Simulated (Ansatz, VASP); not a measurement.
## Two plane-wave programs on As

```xyz
4
Lattice="3.5713 0.0000 0.0000 -1.7857 3.0929 0.0000 0.0000 0.0000 20.2953" Properties=species:S:1:pos:R:3 pbc="T T T"
As    0.0000    2.0619    5.8976
As    1.7857    1.0310    4.5000
As    1.7857    1.0310   12.0153
As    0.0000    2.0619   10.6176
```

Alike in both runs: task single point; functional PBE; dispersion D3(BJ); k mesh 9 × 9 × 1; occupations gaussian, width 0.05 eV; no spin polarisation.

|  | VASP | Ansatz |
| --- | --- | --- |
| version | VASP 6.6.1 | Ansatz 0.2.0 |
| potentials or method | VASP PAW PBE potentials, release 64 (As), cutoff 520 eV | scalar-relativistic, plane waves, PAW |
| valence electrons in the cell | 20 | 60 |

VASP gave:

| Property | Result |
| --- | --- |
| gap on the k mesh at the Fermi level (eV) | 1.43 |
| least direct gap on the mesh (eV) | 1.94 |
| rms of the force components (eV/Å) | 0.065 |

Problem. What did Ansatz give for the same quantities?

Solution. gap on the k mesh at the Fermi level (eV): 1.42; least direct gap on the mesh (eV): 1.95; rms of the force components (eV/Å): 0.020.

Atom by atom the forces differ by 0.053 eV/Å (rms over components). VASP's potentials hold 20 valence electrons a cell and Ansatz's 60, so a difference there can come from the potentials and not from the codes.
